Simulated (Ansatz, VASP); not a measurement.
# La2FeCo2C in VASP and in Ansatz

File INCAR:

```
  PREC = Accurate
  ENCUT = 600
  EDIFF = 1E-6
  ISMEAR = 0
  SIGMA = 0.0121
  LREAL = F
  LASPH = T
  NELM = 80
  ALGO = Normal
  ISIF = 3
  LWAVE = F
  LCHARG = F
  GGA = PE
  IBRION = 2
  NSW = 60
  EDIFFG = -0.01
```

KPOINTS

```
regular mesh
0
Gamma
  5 5 5
```

POSCAR

```
La2FeCo2C
1.0
   -2.0222920000      3.0850980000      4.5415300000
    4.0445840000      0.0000000000      0.0000000000
    2.0222920000      3.0850980000     -4.5415300000
La Co Fe C
2 2 1 1
Direct
    0.3099100000      0.8099100000      0.6900900000
    0.6900900000      0.1900900000      0.3099100000
    0.7956000000      0.5000000000      0.7956000000
    0.2044000000      0.5000000000      0.2044000000
    0.0000000000      0.0000000000      0.0000000000
    0.5000000000      0.5000000000      0.5000000000
```

Input for Ansatz:

```yaml
crystal:
  lattice:
    - [-2.022292, 3.085098, 4.54153]
    - [4.044584, 0.0, 0.0]
    - [2.022292, 3.085098, -4.54153]
  atoms:
    - { symbol: La, position: [0.30991, 0.80991, 0.69009] }
    - { symbol: La, position: [0.69009, 0.19009, 0.30991] }
    - { symbol: Co, position: [0.7956, 0.5, 0.7956] }
    - { symbol: Co, position: [0.2044, 0.5, 0.2044] }
    - { symbol: Fe, position: [0.0, 0.0, 0.0] }
    - { symbol: C, position: [0.5, 0.5, 0.5] }
  symmetry: { tolerance: 0.0003 }
kpoints:
  mp_grid: { grid: [5, 5, 5], shift: [0, 0, 0] }
magnetization:
  spin_polarized: false
scf:
  occupations: { method: gaussian, width: 0.0121 }
hamiltonian:
  pseudopotentials: { kind: paw }
  xc: pbe
basis:
  ecutwfc: 420
output:
  forces: true
  stress: true
  eigenvalues: true
  write_density: true
  write_potential: true
  elf: true
  volumetric_format: npy
relax:
  max_steps: 40
  cell: {}
```

Alike in both runs: task relaxation of cell and atoms; functional PBE; k mesh 5 × 5 × 5; occupations gaussian, width 0.0121 eV; no spin polarisation.

|  | VASP | Ansatz |
| --- | --- | --- |
| version | VASP 6.6.1 | Ansatz 0.2.0 |
| potentials or method | VASP PAW PBE potentials, release 64 (La, Co, Fe, C), cutoff 600 eV | PAW plane waves |
| valence electrons in the cell | 52 | 76 |

```csv
,VASP,Ansatz,Ansatz less VASP
"gap on the k mesh at the Fermi level, each at its own relaxed structure (eV)",none,none,-
relaxed volume (Å³/atom),18.03,18.07,+0.039
relaxed cell length with the largest relative difference (Å),5.737,5.745,+0.0078
```

A gap of «none» marks a metal or a gap that the smearing closes. VASP's potentials hold 52 valence electrons a cell and Ansatz's 76, so a difference there can come from the potentials and not from the codes.

Spin-orbit coupling is off throughout.
